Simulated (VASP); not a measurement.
Input of a VASP 6.6.1 run:

POSCAR

```
As
1.0
    1.7931701198      1.0352872514      5.1241628588
   -1.7931701198      1.0352872514      5.1241628588
    0.0000000000     -2.0705745028      5.1241628588
As
2
Direct
    0.2111156731      0.2111156731      0.2111156731
    0.7888843269      0.7888843269      0.7888843269
```

INCAR.step1

```
  PREC = Accurate
  ENCUT = 520
  ISMEAR = 0
  SIGMA = 0.05
  LREAL = False
  LASPH = True
  NELM = 60
  NBANDS = 12
  GGA = PE
  ALGO = Normal
  EDIFF = 1E-4
  LWAVE = True
  LCHARG = False
```

The input INCAR.step2:

```
  PREC = Accurate
  ENCUT = 520
  EDIFF = 1E-6
  ISMEAR = 0
  SIGMA = 0.05
  LREAL = False
  LASPH = True
  NELM = 60
  ALGO = Normal
  ISIF = 2
  LWAVE = False
  LCHARG = False
  METAGGA = R2SCAN
  LMIXTAU = True
  NBANDS = 12
  ISTART = 1
```

Contents of KPOINTS:

```
regular mesh
0
Gamma
  14 14 14
```

Potentials or basis: VASP PAW PBE potentials, release 64 (As).

Launch:

```bash
$ cat potpaw_PBE.64/As/POTCAR > POTCAR
$ cp INCAR.step1 INCAR
$ mpirun -np 1 vasp_std > vasp.out
$ cp INCAR.step2 INCAR
$ mpirun -np 1 vasp_std > vasp.out
```

Task: Predict the band gap on the k mesh.

Result: 0.64 eV, indirect (least direct gap 1.28 eV).

Task: Predict the pressure.

Result: 0.1 GPa.

Task: Estimate the largest force.

Result: 0.055 eV/Å.

Stress tensor (GPa, compression positive):
```
0.09 0.00 0.00
0.00 0.09 0.00
0.00 0.00 0.17
```

Caveat: the PAW data sets were made with another functional, which shifts forces and pressure a little. A k mesh can miss the band edges.
